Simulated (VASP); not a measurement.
# InSb (Pmmn) in VASP: a series of runs

The runs below take InSb through single point, with PBE.

Everything below comes from runs of VASP 6.6.1. Logs are shortened: lines on timing, memory, paths and dates and some standing lists are left out, and cuts for length are marked.

## Step 1: The cell of the first run

Symmetry: Pmmn, No. 59, orthorhombic system. Conventional cell: a = 5.196 Å, b = 5.541 Å, c = 3.063 Å, α = 90.00°, β = 90.00°, γ = 90.00°. Within 3.5 Å of In (site symmetry mm2) lie 4 Sb at 2.65 to 2.82 Å and 2 In at 3.06 Å. Within 3.5 Å of Sb (site symmetry mm2) lie 4 In at 2.65 to 2.82 Å and 2 Sb at 3.06 Å.

## Step 2: Single point, PBE (equal xx and yy strain of -3 %)

File INCAR:

```
SYSTEM = InSb
  PREC = Accurate
  ENCUT = 520
  EDIFF = 1E-6
  ISMEAR = -1
  SIGMA = 0.08
  LREAL = .FALSE.
  LASPH = .TRUE.
  NELM = 60
  ALGO = Normal
  ISIF = 2
  LWAVE = .FALSE.
  LCHARG = .FALSE.
  GGA = PE
  NBANDS = 26
```

File KPOINTS:

```
Automatic mesh
0
G
  6 6 11
  0 0 0
```

File POSCAR:

```
InSb
1.0
    5.1962900000      0.0000000000      0.0000000000
    0.0000000000      5.5406400000      0.0000000000
    0.0000000000      0.0000000000      3.0630000000
In Sb
2 2
Direct
    0.0000000000      0.0000000000      0.0000000000
    0.5000000000      0.5000000000      0.0000000000
    0.5000000000      0.0000000000      0.8350000000
    0.0000000000      0.5000000000      0.1650000000
```

Potentials or basis: VASP PAW PBE potentials, release 64 (In_d, Sb).

Run with:

```console
$ cat potpaw_PBE.64/In_d/POTCAR potpaw_PBE.64/Sb/POTCAR > POTCAR
$ mpirun -np 1 vasp_std > vasp.out
```

OUTCAR:

```text
SYSTEM = InSb
   PREC = Accurate
   ENCUT = 520
   EDIFF = 1E-6
   ISMEAR = -1
   LREAL = .FALSE.
   LASPH = .TRUE.
   NELM = 60
   ISIF = 2
   GGA = PE

 ion  position               nearest neighbor table
   1  0.000  0.000  0.000-   3 2.65   3 2.65   4 2.82   4 2.82   3 3.65   3 3.65   4 3.77   4 3.77
                             2 3.80   2 3.80   2 3.80   2 3.80
   2  0.500  0.500  0.000-   4 2.65   4 2.65   3 2.82   3 2.82   4 3.65   4 3.65   3 3.77   3 3.77
                             1 3.80   1 3.80   1 3.80   1 3.80
   3  0.500  0.000  0.835-   1 2.65   1 2.65   2 2.82   2 2.82   1 3.65   1 3.65   2 3.77   2 3.77

   4  0.000  0.500  0.165-   2 2.65   2 2.65   1 2.82   1 2.82   2 3.65   2 3.65   1 3.77   1 3.77

  LATTYP: Found a simple orthorhombic cell.
 ALAT       =     3.0630000000
 B/A-ratio  =     1.6964707803
 C/A-ratio  =     1.8088932419

  Lattice vectors:

 A1 = (   0.0000000000,   0.0000000000,   3.0630000000)
 A2 = (   5.1962900000,   0.0000000000,   0.0000000000)
 A3 = (   0.0000000000,   5.5406400000,   0.0000000000)

Analysis of symmetry for initial positions (statically):
=====================================================================
 Subroutine PRICEL returns:
 Original cell was already a primitive cell.

 Routine SETGRP: Setting up the symmetry group for a
 simple orthorhombic supercell.

 Subroutine GETGRP returns: Found  8 space group operations
 (whereof  4 operations were pure point group operations)
 out of a pool of  8 trial point group operations.

The static configuration has the point symmetry C_2v.
 The point group associated with its full space group is D_2h.

Analysis of symmetry for dynamics (positions and initial velocities):
=====================================================================
 Subroutine PRICEL returns:
 Original cell was already a primitive cell.

 Routine SETGRP: Setting up the symmetry group for a
 simple orthorhombic supercell.

 Subroutine GETGRP returns: Found  8 space group operations
 (whereof  4 operations were pure point group operations)
 out of a pool of  8 trial point group operations.

The dynamic configuration has the point symmetry C_2v.
 The point group associated with its full space group is D_2h.

 Subroutine INISYM returns: Found  8 space group operations
 (whereof  4 operations are pure point group operations),
 and found     1 'primitive' translations

----------------------------------------------------------------------------------------

                                     Primitive cell

  volume of cell :      88.1861

  direct lattice vectors                    reciprocal lattice vectors
     5.196290000  0.000000000  0.000000000     0.192444994  0.000000000  0.000000000
     0.000000000  5.540640000  0.000000000     0.000000000  0.180484565  0.000000000
     0.000000000  0.000000000  3.063000000     0.000000000  0.000000000  0.326477310

  length of vectors
     5.196290000  5.540640000  3.063000000     0.192444994  0.180484565  0.326477310

  position of ions in fractional coordinates (direct lattice)
     0.000000000  0.000000000  0.000000000
     0.500000000  0.500000000  0.000000000
     0.500000000  0.000000000  0.835000000
     0.000000000  0.500000000  0.165000000

  ion indices of the primitive-cell ions
   primitive index   ion index
                 1           1
                 2           2
                 3           3
                 4           4

----------------------------------------------------------------------------------------

 KPOINTS: Automatic mesh

Automatic generation of k-mesh.
 Grid dimensions read from file:
 generate k-points for:    6    6   11

 Generating k-lattice:

  Cartesian coordinates                     Fractional coordinates (reciprocal lattice)
     0.032074166  0.000000000  0.000000000     0.166666667  0.000000000  0.000000000
     0.000000000  0.030080761  0.000000000     0.000000000  0.166666667  0.000000000
     0.000000000  0.000000000  0.029679755     0.000000000  0.000000000  0.090909091

  Length of vectors
     0.032074166  0.030080761  0.029679755

  Shift w.r.t. Gamma in fractional coordinates (k-lattice)
     0.000000000  0.000000000  0.000000000

 Subroutine IBZKPT returns following result:
 ===========================================

 Found     96 irreducible k-points:

 Following reciprocal coordinates:
            Coordinates               Weight
  0.000000  0.000000  0.000000      1.000000
  0.166667  0.000000  0.000000      2.000000
  0.333333  0.000000  0.000000      2.000000
  0.500000  0.000000  0.000000      1.000000
  0.000000  0.166667  0.000000      2.000000
  0.166667  0.166667  0.000000      4.000000
[... 16 lines left out ...]
  0.333333  0.166667  0.090909      8.000000
  0.500000  0.166667  0.090909      4.000000
 [... further k-points ...]
   k-points           NKPTS =     96   k-points in BZ     NKDIM =     96   number of bands    NBANDS=     26
   number of dos      NEDOS =    301   number of ions     NIONS =      4
   total plane-waves  NPLWV =  40320
   dimension x,y,z NGX =    40 NGY =   42 NGZ =   24
   dimension x,y,z NGXF=    80 NGYF=   84 NGZF=   48
   ions per type =               2   2
   NGX,Y,Z   is equivalent  to a cutoff of  12.80, 12.60, 13.03 a.u.
   NGXF,Y,Z  is equivalent  to a cutoff of  25.59, 25.20, 26.05 a.u.
 SYSTEM =  InSb
   PREC   = accura    normal or accurate (medium, high low for compatibility)
   ISTART =      0    job   : 0-new  1-cont  2-samecut
   ICHARG =      2    charge: 1-file 2-atom 10-const
   ISPIN  =      1    spin polarized calculation?
   LNONCOLLINEAR =      F non collinear calculations
   LSORBIT =      F    spin-orbit coupling
   LASPH  =      T    aspherical Exc in radial PAW
   ENCUT  =  520.0 eV  38.22 Ry    6.18 a.u.   9.66 10.30  5.70*2*pi/ulx,y,z
   NELM   =     60;   NELMIN=  2; NELMDL= -5     # of ELM steps
   EDIFF  = 0.1E-05   stopping-criterion for ELM
   LREAL  =      F    real-space projection
   EDIFFG = 0.1E-04   stopping-criterion for IOM
   NSW    =      0    number of steps for IOM
   IBRION =     -1    ionic relax: 0-MD 1-quasi-New 2-CG
   NFREE  =      0    steps in history (QN), initial steepest desc. (CG)
   ISIF   =      2    stress and relaxation
   ISYM   =      2    0-nonsym 1-usesym 2-fastsym
   POTIM  = 0.5000    time-step for ionic-motion
   TEBEG  =    0.0;   TEEND  =   0.0 temperature during run
   PSTRESS=    0.0 pullay stress
   NELECT =      36.0000    total number of electrons
   NUPDOWN=      -1.0000    fix difference up-down
   EMIN   =  10.00;   EMAX   =-10.00  energy-range for DOS
   EFERMI =   0.00;   METHOD = LEGACY
   ISMEAR =    -1;   SIGMA  =   0.08  broadening in eV -4-tet -1-fermi 0-gaus
   EFERMI_NEDOS =   21; number of points for ismear=-14 and -15
   IALGO  =     38    algorithm
   IMIX   =      4    mixing-type and parameters
     AMIX     =   0.40;   BMIX     =  1.00
     AMIX_MAG =   1.60;   BMIX_MAG =  1.00
  volume/ion in A,a.u.               =      22.05       148.78
  Fermi-wavevector in a.u.,A,eV,Ry     =   1.214439  2.294956 20.066704  1.474861
  Thomas-Fermi vector in A             =   2.349858
   LORBIT       =      0    0 simple, 1 ext, 2 COOP (PROOUT), +10 PAW based schemes
   GGA     = PE    functional components
   LHFCALC =     F    Hartree Fock is set to
   AEXX    =    0.0000 exact exchange contribution
   IVDW    =     0    specifies the selected vdW correction
   LEPSILON=     F    determine dielectric tensor
   LRPA    =     F    only Hartree local field effects (RPA)
 non-spin polarized calculation
  energy-cutoff  :      520.00
  volume of cell :       88.19
 maximum number of plane-waves:      2398
 NGX is ok and might be reduce to    40
   NGX = 19   NGY = 21   NGZ = 11

 number of electron      35.9999997 magnetization

 Free energy of the ion-electron system (eV)
  ---------------------------------------------------
  ext. energy  EPLUGINS =         0.00000000
  ---------------------------------------------------
  free energy    TOTEN  =       -11.17659614 eV

  energy without entropy =      -11.14053578  energy(sigma->0) =      -11.15856596

 E-fermi :  10.4755     XC(G=0): -11.0044

 val. band max:       10.4655235836   @ k =   0.1667   0.5000   0.0000
 cond. band min:      10.4856390845   @ k =   0.3333   0.1667   0.3636
 fundamental gap:      0.0201155009
 Fermi energy:        10.4754870797

 k-point     1 :       0.0000    0.0000    0.0000
  band No.  band energies     occupation
      1      -5.1648      2.00000
      2      -5.0622      2.00000
      3      -4.8715      2.00000
      4      -4.7198      2.00000
      5      -4.6804      2.00000
      6      -4.5083      2.00000
[... 18 lines left out ...]
     25      19.8417      0.00000
     26      20.0346      0.00000

 k-point     2 :       0.1667    0.0000    0.0000
  band No.  band energies     occupation
      1      -5.1221      2.00000
      2      -5.0380      2.00000
      3      -4.8770      2.00000
      4      -4.7102      2.00000
      5      -4.6953      2.00000
      6      -4.5276      2.00000
[... 18 lines left out ...]
     25      19.4327      0.00000
     26      19.7588      0.00000

 k-point     3 :       0.3333    0.0000    0.0000
  band No.  band energies     occupation
      1      -5.0123      2.00000
      2      -4.9859      2.00000
      3      -4.8928      2.00000
      4      -4.7527      2.00000
      5      -4.6808      2.00000
      6      -4.5761      2.00000
[... 572 lines left out ...]
 k-point    23 :       0.3333    0.1667    0.0909
  band No.  band energies     occupation
      1      -4.9824      2.00000
      2      -4.9441      2.00000
      3      -4.8503      2.00000
      4      -4.7514      2.00000
      5      -4.6696      2.00000
      6      -4.5810      2.00000
[... 18 lines left out ...]
     25      17.5272      0.00000
     26      18.2308      0.00000

 k-point    24 :       0.5000    0.1667    0.0909
  band No.  band energies     occupation
      1      -4.9088      2.00000
      2      -4.9088      2.00000
      3      -4.8338      2.00000
      4      -4.8338      2.00000
      5      -4.6293      2.00000
      6      -4.6293      2.00000
[... 18 lines left out ...]
     25      17.5754      0.00000
     26      17.5754      0.00000

 [... further k-points ...]

------------------------ aborting loop because EDIFF is reached ----------------------------------------

  FORCE on cell =-STRESS in cart. coord.  units (eV):
  Direction    XX          YY          ZZ          XY          YZ          ZX
  --------------------------------------------------------------------------------------
  -------------------------------------------------------------------------------------
  Total       24.3311616     12.9376537      7.4382339      0.0000000      0.0000000      0.0000000
  in kB      442.0517505    235.0529977    135.1388136      0.0000000      0.0000000      0.0000000
  external PRESSURE =     270.7478539 kB  Pullay stress =       0.0000000 kB

 VOLUME and BASIS-vectors are now :
 -----------------------------------------------------------------------------
  energy-cutoff  :      520.00
  volume of cell :       88.19
      direct lattice vectors                 reciprocal lattice vectors
     5.196290000  0.000000000  0.000000000     0.192444994  0.000000000  0.000000000
     0.000000000  5.540640000  0.000000000     0.000000000  0.180484565  0.000000000
     0.000000000  0.000000000  3.063000000     0.000000000  0.000000000  0.326477310

 POSITION                                       TOTAL-FORCE (eV/Angst)
 -----------------------------------------------------------------------------------
      0.00000      0.00000      0.00000         0.000000      0.000000      0.379311
      2.59815      2.77032      0.00000         0.000000      0.000000     -0.379311
      2.59815      0.00000      2.55761         0.000000      0.000000     -1.133219
      0.00000      2.77032      0.50539         0.000000      0.000000      1.133219
 -----------------------------------------------------------------------------------
    total drift:                               -0.000000      0.000000     -0.000000

  FREE ENERGIE OF THE ION-ELECTRON SYSTEM (eV)
  ---------------------------------------------------
  free  energy   TOTEN  =       -11.1765961441 eV

  energy  without entropy=      -11.1405357804  energy(sigma->0) =      -11.15856596
```

It took 63 s on 1 thread of AMD EPYC 9R45 (Zen 5), shared host; peak memory 0.3 GiB.

What came out:

```
Free energy            : -11.1766 eV
Pressure               : 27.1 GPa
Largest force          : 1.133 eV/Å
Band gap on the k mesh : zero (bands 18 and 19 overlap by 3.88 eV)
```

Forces on the atoms (eV/Å):
```
In   0.000  0.000  0.379
In   0.000  0.000 -0.379
Sb   0.000  0.000 -1.133
Sb   0.000  0.000  1.133
```

Levels at points of the mesh, in eV from the Fermi level:
| k point | band 16 | band 17 | band 18 | band 19 | band 20 | band 21 |
| --- | --- | --- | --- | --- | --- | --- |
| (0.00, 0.00, 0.00) | -3.05 | -2.30 | -2.10 | 3.07 | 3.92 | 3.98 |
| (0.50, 0.00, 0.00) | -4.78 | 1.25 | 1.25 | 4.24 | 4.24 | 5.12 |
| (0.00, 0.50, 0.00) | -4.93 | -0.23 | -0.23 | 4.16 | 4.16 | 4.54 |
| (0.50, 0.50, 0.00) | -0.25 | 1.48 | 1.48 | 2.71 | 2.71 | 3.27 |

Caveat: the cell differs from its parent crystal (equal xx and yy strain of -3 %); the stress differs along the axes, from 14 to 44 GPa; spin-orbit coupling is left out, which moves the levels of the heavy elements; forces of over 1 eV/Å act on the atoms, so gaps and moduli don't describe the material at rest.

## Step 3: Single point, PBE (equal xx and yy strain of -1 %)

File INCAR:

```
  ALGO = Normal
  EDIFF = 1E-6
  ENCUT = 520
  GGA = PE
  ISIF = 2
  ISMEAR = -1
  LASPH = T
  LCHARG = T
  LELF = T
  LREAL = F
  LVHAR = T
  LWAVE = F
  NBANDS = 26
  NELM = 60
  PREC = Accurate
  SIGMA = 0.08
```

File KPOINTS:

```
k-points
0
Gamma
  6 6 11
```

POSCAR, as its differences from that of step 2:

```diff
@@ -2,4 +2,4 @@
 1.0
-    5.1962900000      0.0000000000      0.0000000000
-    0.0000000000      5.5406400000      0.0000000000
+    5.3034300000      0.0000000000      0.0000000000
+    0.0000000000      5.6548800000      0.0000000000
     0.0000000000      0.0000000000      3.0630000000
```

Potentials or basis: VASP PAW PBE potentials, release 64 (In_d, Sb).

Run with:

```console
$ cat potpaw_PBE.64/In_d/POTCAR potpaw_PBE.64/Sb/POTCAR > POTCAR
$ mpirun -np 1 vasp_std > vasp.out
```

Wall time 66 s (1 thread of AMD EPYC 9R45 (Zen 5), shared host); peak memory 0.3 GiB.

Results (log left out):

```yaml
Free_energy: -11.8595 eV
Pressure: 20.7 GPa
Largest_force: 0.873 eV/Å
Band_gap_on_the_k_mesh: zero (bands 18 and 19 overlap by 3.55 eV)
```

Forces on the atoms (eV/Å):
```
In   0.000  0.000  0.307
In   0.000  0.000 -0.307
Sb   0.000  0.000 -0.873
Sb   0.000  0.000  0.873
```

Stress tensor (GPa, compression positive):
```
34.38  0.00  0.00
 0.00 17.38  0.00
 0.00  0.00 10.21
```

Levels at points of the mesh, in eV from the Fermi level:
```csv
k point,band 15,band 16,band 17,band 18,band 19,band 20,band 21,band 22
"(0.00, 0.00, 0.00)",-5.86,-3.00,-2.46,-2.25,3.05,4.20,4.20,6.49
"(0.50, 0.00, 0.00)",-4.57,-4.57,1.08,1.08,4.38,4.38,4.75,4.75
"(0.00, 0.50, 0.00)",-4.74,-4.74,-0.33,-0.33,4.06,4.06,4.45,4.45
"(0.50, 0.50, 0.00)",-0.38,-0.38,1.37,1.37,2.52,2.52,2.92,2.92
```

Caveat: the cell differs from its parent crystal (equal xx and yy strain of -1 %); the stress differs along the axes, from 10 to 34 GPa; spin-orbit coupling is left out, which moves the levels of the heavy elements.

The gap in the log of VASP goes by the Fermi energy; the results here count the filled bands.